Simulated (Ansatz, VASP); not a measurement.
# Ta2AsN in VASP and in Ansatz

File INCAR:

```
SYSTEM = Ta2AsN
  PREC = Accurate
  ENCUT = 600
  EDIFF = 1E-6
  ISMEAR = 0
  SIGMA = 0.1
  LREAL = .FALSE.
  LASPH = .TRUE.
  NELM = 60
  ALGO = Normal
  ISIF = 3
  LWAVE = .FALSE.
  LCHARG = .FALSE.
  GGA = PE
  IBRION = 2
  NSW = 100
  EDIFFG = -0.005
```

The input KPOINTS:

```
Automatic mesh
0
G
  15 15 6
  0 0 0
```

POSCAR

```
Ta2AsN
1.0
    3.1012343599      0.0000000000      0.0000000000
   -1.5506171800      2.6857477387      0.0000000000
    0.0000000000      0.0000000000      6.6997134530
Ta As N
2 1 1
Direct
    0.6666666667      0.3333333333      0.7121333972
    0.6666666667      0.3333333333      0.2878666028
    0.0000000000      0.0000000000      0.0000000000
    0.3333333333      0.6666666667      0.5000000000
```

Input for Ansatz:

```yaml
crystal:
  lattice:
    - [3.1012343599, 0.0, 0.0]
    - [-1.55061718, 2.6857477387, 0.0]
    - [0.0, 0.0, 6.699713453]
  atoms:
    - { symbol: Ta, position: [0.6666666667, 0.3333333333, 0.7121333972] }
    - { symbol: Ta, position: [0.6666666667, 0.3333333333, 0.2878666028] }
    - { symbol: As, position: [0.0, 0.0, 0.0] }
    - { symbol: "N", position: [0.3333333333, 0.6666666667, 0.5] }
basis:
  ecutwfc: 420
kpoints:
  mp_grid: { grid: [15, 15, 6] }
hamiltonian:
  xc: pbe
scf:
  occupations: { method: gaussian, width: 0.1 }
output:
  forces: true
  stress: true
  eigenvalues: true
relax:
  adjacent_minimum: "off"
  f_tol: 0.005
  max_steps: 80
  cell: { stress_tol: 0.05 }
```

Alike in both runs: task relaxation of cell and atoms; functional PBE; k mesh 15 × 15 × 6; occupations gaussian, width 0.1 eV; no spin polarisation.

|  | VASP | Ansatz |
| --- | --- | --- |
| version | VASP 6.6.1 | Ansatz 0.2.0 |
| potentials or method | VASP PAW PBE potentials, release 64 (Ta_pv, As, N), cutoff 600 eV | scalar-relativistic, plane waves, PAW |
| valence electrons in the cell | 32 | 46 |

VASP gave:

```
gap on the k mesh at the Fermi level, each at its own relaxed structure (eV) : none
relaxed volume (Å³/atom)                                                     : 13.97
relaxed cell length with the largest relative difference (Å)                 : 6.711
```

What did Ansatz give for the same quantities?

gap on the k mesh at the Fermi level, each at its own relaxed structure (eV): none; relaxed volume (Å³/atom): 13.94; relaxed cell length with the largest relative difference (Å): 6.704.

A gap of «none» marks a metal or a gap that the smearing closes. VASP's potentials hold 32 valence electrons a cell and Ansatz's 46, so a difference there can come from the potentials and not from the codes.

Spin-orbit coupling is off throughout.
